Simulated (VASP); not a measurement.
Sr:

```
Sr
1.0
     6.82751    0.00000    0.00000
    -3.41376    5.91280    0.00000
     0.00000    0.00000    4.18527
Sr
3
Direct
  0.00000 0.00000 0.00000
  0.33333 0.66667 0.50000
  0.66667 0.33333 0.50000
```

This isn't the form of Sr at room conditions, which is fcc.

* Program: VASP 6.6.1
* Task: relaxation of cell and atoms
* Functional: revPBE
* Potentials or basis: VASP PAW PBE potentials, release 64 (Sr_sv)
* Cutoff: 600 eV
* k mesh: 6 × 6 × 8
* Occupations: fermi-dirac, width 0.1 eV
* Spin: no spin polarisation

At the start: pressure 0.4 GPa; volume 56.32 Å³/atom.

Q: Where does the relaxation end?

A: Over 6 steps the energy falls by 4.1 meV/atom and the volume is 58.34 Å³/atom (+3.6 %); space group P6/mmm (No. 191, to 0.1 Å) before and after.

Step by step:
```tsv
step	energy change (eV)	largest force (eV/Å)	pressure (GPa)	volume (Å³)
1	0.0000	0.0000	0.41	168.96
2	-0.0096	0.0000	0.16	172.51
3	-0.0122	0.0000	-0.05	175.98
4	-0.0122	0.0000	-0.03	175.60
5	-0.0124	0.0000	-0.02	175.32
6	-0.0124	0.0000	0.00	175.01
```

Final structure:
```
CELL_PARAMETERS angstrom
6.96210 0.00000 0.00000
-3.48105 6.02936 0.00000
0.00000 0.00000 4.16918
ATOMIC_POSITIONS crystal
Sr 0.00000 0.00000 0.00000
Sr 0.33333 0.66667 0.50000
Sr 0.66667 0.33333 0.50000
```

Caveat: the PAW data sets were made with another functional, which shifts forces and pressure a little.
